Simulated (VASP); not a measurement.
# LaW (P4/mmm) in VASP: a series of runs, part 2 of 2

VASP 6.6.1.

### Step 3. Single point, PBE, collinear spin, antiferromagnetic start

INCAR

```
SYSTEM = LaW
ALGO = Normal
EDIFF = 1E-6
ENCUT = 500
GGA = PE
GGA_COMPAT = .False.
ISIF = 2
ISMEAR = 1
ISPIN = 2
LASPH = .True.
LCHARG = .False.
LMAXMIX = 6
LORBIT = 11
LREAL = .False.
LWAVE = .False.
MAGMOM = 0.5 -0.5 0 0
NBANDS = 37
NELM = 200
PREC = Accurate
SIGMA = 0.15
```

KPOINTS

```
k-points
0
Gamma
  1 1 1
  0 0 0
```

POSCAR

```
LaW
1.0
    4.6825540000      0.0000000000      0.0000000000
    0.0000000000      4.6825540000      0.0000000000
    0.0000000000      0.0000000000      4.7444410000
W La
2 2
Direct
    0.0000000000      0.0000000000      0.0000000000
    0.5000000000      0.5000000000      0.0000000000
    0.5000000000      0.0000000000      0.5000000000
    0.0000000000      0.5000000000      0.5000000000
```

Potentials or basis: VASP PAW PBE potentials, release 64 (W_sv, La).

Started as:

```sh
cat potpaw_PBE.64/W_sv/POTCAR potpaw_PBE.64/La/POTCAR > POTCAR
mpirun -np 1 vasp_gam > vasp.out
```

OUTCAR:

```text
SYSTEM = LaW
   EDIFF = 1E-6
   ENCUT = 500
   GGA = PE
   ISIF = 2
   ISMEAR = 1
   ISPIN = 2
   LASPH = .True.
   LORBIT = 11
   LREAL = .False.
   NELM = 200
   PREC = Accurate

 ion  position               nearest neighbor table
   1  0.000  0.000  0.000-   2 3.31   2 3.31   2 3.31   2 3.31   4 3.33   3 3.33   4 3.33   4 3.33
                             4 3.33   3 3.33   3 3.33   3 3.33
   2  0.500  0.500  0.000-   1 3.31   1 3.31   1 3.31   1 3.31   4 3.33   3 3.33   3 3.33   3 3.33
                             4 3.33   4 3.33   4 3.33   3 3.33
   3  0.500  0.000  0.500-   4 3.31   4 3.31   4 3.31   4 3.31   2 3.33   2 3.33   2 3.33   2 3.33
                             1 3.33   1 3.33   1 3.33   1 3.33
   4  0.000  0.500  0.500-   3 3.31   3 3.31   3 3.31   3 3.31   2 3.33   1 3.33   2 3.33   1 3.33
                             2 3.33   1 3.33   2 3.33   1 3.33
[... 7 lines left out ...]
 A1 = (   4.6825540000,   0.0000000000,   0.0000000000)
 A2 = (   0.0000000000,   4.6825540000,   0.0000000000)
 A3 = (   0.0000000000,   0.0000000000,   4.7444410000)

Analysis of symmetry for initial positions (statically):
=====================================================================
 Subroutine PRICEL returns following result:

  LATTYP: Found a simple tetragonal cell.
 ALAT       =     3.3110656867
 C/A-ratio  =     1.4329045235
[... 12 lines left out ...]
 Subroutine GETGRP returns: Found 16 space group operations
 (whereof 16 operations were pure point group operations)
 out of a pool of 16 trial point group operations.

The static configuration has the point symmetry D_4h.

Analysis of symmetry for dynamics (positions and initial velocities):
=====================================================================
 Subroutine PRICEL returns following result:

  LATTYP: Found a simple tetragonal cell.
 ALAT       =     3.3110656867
 C/A-ratio  =     1.4329045235
[... 12 lines left out ...]
 Subroutine GETGRP returns: Found 16 space group operations
 (whereof 16 operations were pure point group operations)
 out of a pool of 16 trial point group operations.
[... 156 lines left out ...]
 cond. band min:       9.4998457052   @ k =   0.0000   0.0000   0.0000
 fundamental gap:      0.4773880951
 Fermi energy:         9.1495471603

 spin component 1

 k-point     1 :       0.0000    0.0000    0.0000
  band No.  band energies     occupation
      1     -65.1823      1.00000
      2     -65.1735      1.00000
      3     -29.6146      1.00000
      4     -29.6146      1.00000
      5     -29.4961      1.00000
      6     -29.4961      1.00000
[... 29 lines left out ...]
     36      11.0369     -0.00000
     37      11.2491     -0.00000
 Fermi energy:         9.1495471603

 spin component 2

 k-point     1 :       0.0000    0.0000    0.0000
  band No.  band energies     occupation
      1     -65.1823      1.00000
      2     -65.1735      1.00000
      3     -29.6146      1.00000
      4     -29.6146      1.00000
      5     -29.4961      1.00000
      6     -29.4961      1.00000
[... 29 lines left out ...]
     36      11.0369     -0.00000
     37      11.2440     -0.00000

------------------------ aborting loop because EDIFF is reached ----------------------------------------

  FORCE on cell =-STRESS in cart. coord.  units (eV):
  Direction    XX          YY          ZZ          XY          YZ          ZX
  --------------------------------------------------------------------------------------
  -------------------------------------------------------------------------------------
  Total      -18.5674563    -18.5674563    -38.1700263      0.0000000      0.0000000     -0.0000000
  in kB     -285.9646524   -285.9646524   -587.8714944      0.0000000      0.0000000     -0.0000000
  external PRESSURE =    -386.6002664 kB  Pullay stress =       0.0000000 kB

 VOLUME and BASIS-vectors are now :
 -----------------------------------------------------------------------------
  energy-cutoff  :      500.00
  volume of cell :      104.03
      direct lattice vectors                 reciprocal lattice vectors
     4.682554000  0.000000000  0.000000000     0.213558669  0.000000000  0.000000000
     0.000000000  4.682554000  0.000000000     0.000000000  0.213558669  0.000000000
     0.000000000  0.000000000  4.744441000     0.000000000  0.000000000  0.210772987

 POSITION                                       TOTAL-FORCE (eV/Angst)
 -----------------------------------------------------------------------------------
      0.00000      0.00000      0.00000        -0.000000      0.000000     -0.000000
      2.34128      2.34128      0.00000         0.000000     -0.000000     -0.000000
      2.34128      0.00000      2.37222        -0.000000      0.000000     -0.000000
      0.00000      2.34128      2.37222        -0.000000      0.000000      0.000000
 -----------------------------------------------------------------------------------
    total drift:                                0.000000      0.000000      0.000000

  FREE ENERGIE OF THE ION-ELECTRON SYSTEM (eV)
  ---------------------------------------------------
  free  energy   TOTEN  =       -43.2298668464 eV

  energy  without entropy=      -43.2496480812  energy(sigma->0) =      -43.23646059

 total charge

# of ion       s       p       d       f       tot
--------------------------------------------------
    1        2.310   5.932   3.573   0.000  11.815
    2        2.310   5.932   3.573   0.000  11.815
    3        2.074   5.480   1.203   0.005   8.762
    4        2.074   5.480   1.203   0.005   8.762
--------------------------------------------------
tot          8.768  22.824   9.552   0.010  41.154

 magnetization (x)

# of ion       s       p       d       f       tot
--------------------------------------------------
    1       -0.000  -0.000  -0.000   0.000  -0.000
    2        0.000   0.000   0.000   0.000   0.000
    3        0.000   0.000   0.000   0.000   0.000
    4        0.000   0.000   0.000   0.000   0.000
--------------------------------------------------
tot          0.000   0.000   0.000   0.000   0.000
```

Wall time 44 s (1 thread of Intel Xeon 6975P-C, shared host); peak memory 0.24 GiB.

What came out:

| Quantity | Value |
| --- | --- |
| Free energy | -43.2299 eV |
| Pressure | -38.7 GPa |
| Band gap on the k mesh | 0.48 eV |
| Net moment | 0.00 μB per cell |
| Valence electrons inside the program's atomic spheres | W 11.81; La 8.76 |

Caveat: the k points lie up to 1.34 Å⁻¹ apart; spin-orbit coupling is left out, which moves the levels of the heavy elements. A k mesh can miss the band edges.
